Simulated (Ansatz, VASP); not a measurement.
Two plane-wave programs on B3F2

INCAR

```
SYSTEM = B3F2
PREC     = Accurate       ! precision mode
ENCUT    = 520            ! plane-wave cutoff, eV
EDIFF    = 1E-6           ! SCF threshold, eV
ISMEAR   = 0              ! smearing method
SIGMA    = 0.1            ! smearing width, eV
LREAL    = .False.        ! projectors in reciprocal space
LASPH    = .True.         ! aspherical terms in the spheres
NELM     = 100            ! most SCF steps
ALGO     = Normal         ! electronic algorithm
ISIF     = 2              ! what is computed and relaxed
LWAVE    = .False.        ! write WAVECAR
LCHARG   = .False.        ! write CHGCAR
GGA      = PE             ! functional
NBANDS   = 34             ! bands
```

KPOINTS

```
regular mesh
0
Gamma
  6 6 2
  0 0 0
```

File POSCAR:

```
B3F2
1.0
    3.1877114100      0.0000000000      0.0000000000
   -1.5938557100      2.7606390600      0.0000000000
    0.0000000000      0.0000000000      9.5322426100
B F
6 4
Direct
    0.0000000000      0.0000000000      0.2500000000
    0.0000000000      0.0000000000      0.7500000000
    0.3333333300      0.6666666700      0.9300000100
    0.6666666700      0.3333333300      0.4300000100
    0.3333333300      0.6666666700      0.5699999900
    0.6666666700      0.3333333300      0.0699999900
    0.3333333300      0.6666666700      0.1430000100
    0.6666666700      0.3333333300      0.6430000100
    0.3333333300      0.6666666700      0.3569999900
    0.6666666700      0.3333333300      0.8569999900
```

Input for Ansatz:

```yaml
crystal:
  lattice:
    - [3.18771141, 0.0, 0.0]
    - [-1.59385571, 2.76063906, 0.0]
    - [0.0, 0.0, 9.53224261]
  atoms:
    - { symbol: B, position: [0.0, 0.0, 0.25] }
    - { symbol: B, position: [0.0, 0.0, 0.75] }
    - { symbol: B, position: [0.33333333, 0.66666667, 0.93000001] }
    - { symbol: B, position: [0.66666667, 0.33333333, 0.43000001] }
    - { symbol: B, position: [0.33333333, 0.66666667, 0.56999999] }
    - { symbol: B, position: [0.66666667, 0.33333333, 0.06999999] }
    - { symbol: F, position: [0.33333333, 0.66666667, 0.14300001] }
    - { symbol: F, position: [0.66666667, 0.33333333, 0.64300001] }
    - { symbol: F, position: [0.33333333, 0.66666667, 0.35699999] }
    - { symbol: F, position: [0.66666667, 0.33333333, 0.85699999] }
basis:
  ecutwfc: 420
kpoints:
  mp_grid: { grid: [6, 6, 2] }
hamiltonian:
  xc: pbe
scf:
  occupations: { method: gaussian, width: 0.1 }
  lower_state_search: "off"
output:
  forces: true
  stress: true
  eigenvalues: true
```

Change from the starting cell: species swapped into the Sn3Pt2 type (P6_3/mmc, No. 194).

Alike in both runs: task single point; functional PBE; k mesh 6 × 6 × 2; occupations gaussian, width 0.1 eV; no spin polarisation.

```csv
,VASP,Ansatz
version,VASP 6.6.1,Ansatz 0.2.0
potentials or method,"VASP PAW PBE potentials, release 64 (B, F), cutoff 520 eV","scalar-relativistic, plane waves, PAW"
valence electrons in the cell,46,46
```

|  | VASP | Ansatz | Ansatz less VASP |
| --- | --- | --- | --- |
| gap on the k mesh at the Fermi level (eV) | none | none | - |
| rms of the force components (eV/Å) | 0.225 | 0.224 | -0.0013 |

Atom by atom the forces differ by 0.001 eV/Å (rms over components). A gap of «none» marks a metal or a gap that the smearing closes.

The k mesh is coarse, so the values compare programs but aren't converged.
